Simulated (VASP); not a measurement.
A run of VASP 6.6.1 is set up as follows.

File INCAR:

```
SYSTEM = Cu
  ALGO = Normal
  EDIFF = 1E-7
  ENCUT = 520
  GGA = CA
  ISIF = 2
  ISMEAR = 1
  LASPH = .TRUE.
  LCHARG = .FALSE.
  LREAL = .FALSE.
  LWAVE = .FALSE.
  NBANDS = 12
  NELM = 60
  PREC = Accurate
  SIGMA = 0.1
```

File KPOINTS:

```
k-points
0
G
  16 16 16
  0 0 0
```

Contents of POSCAR:

```
Cu
1.0
   -0.0120500000      1.8014750000      1.8014750000
    1.8014750000     -0.0120500000      1.8014750000
    1.8014750000      1.8014750000     -0.0120500000
Cu
1
Direct
    0.0000000000      0.0000000000      0.0000000000
```

Potentials or basis: VASP PAW LDA potentials, release 64 (Cu).

Run with:

```sh
$ cat potpaw_LDA.64/Cu/POTCAR > POTCAR
$ mpirun -np 1 vasp_std > vasp.out
```

Question: Predict the pressure.

Answer: -11.6 GPa.

Stress tensor (GPa, compression positive):
```
-11.64   0.48   0.48
  0.48 -11.64   0.48
  0.48   0.48 -11.64
```
